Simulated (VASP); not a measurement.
Input of a VASP 6.6.1 run:

File INCAR:

```
SYSTEM = PbF2
ALGO = Normal
EDIFF = 1E-7
ENCUT = 520
GGA = PE
GGA_COMPAT = .False.
ISIF = 2
ISMEAR = 0
LASPH = .True.
LCHARG = .False.
LNONCOLLINEAR = .True.
LORBIT = 11
LORBMOM = .True.
LREAL = .False.
LSORBIT = .True.
LWAVE = .False.
MAGMOM = 0 0 0 0 0 0 0 0 0 0 0 0 0 0 0 0 0 0
NBANDS = 72
NELM = 150
PREC = Accurate
SIGMA = 0.01
```

Contents of KPOINTS:

```
k-points
0
Gamma
  1 1 1
  0 0 0
```

The input POSCAR:

```
PbF2
1.0
   11.6600000000      0.0000000000      0.0000000000
    0.0000000000     11.2500000000      0.0000000000
    0.0000000000      0.0000000000     12.6100000000
Pb F
2 4
Direct
    0.4998482000      0.4180417800      0.6429746200
    0.4998482000      0.4180417800      0.3568596400
    0.6137615800      0.4000000000      0.4999167300
    0.3859348200      0.4000000000      0.4999167300
    0.4998482000      0.6000675600      0.6362704200
    0.4998482000      0.6000675600      0.3635638400
```

Potentials or basis: VASP PAW PBE potentials, release 64 (Pb_d, F).

Launch:

```bash
$ cat potpaw_PBE.64/Pb_d/POTCAR potpaw_PBE.64/F/POTCAR > POTCAR
$ mpirun -np 1 vasp_ncl > vasp.out
```

Question: Predict the net moment.

Answer: 0.00 μB per cell.

Question: What does it give for the largest force?

Answer: 0.354 eV/Å.

Moments on the atoms (μB; x, y, z):
```
Pb  0.00 0.00 0.00
Pb  0.00 0.00 0.00
F   0.00 0.00 0.00
F   0.00 0.00 0.00
F   0.00 0.00 0.00
F   0.00 0.00 0.00
```
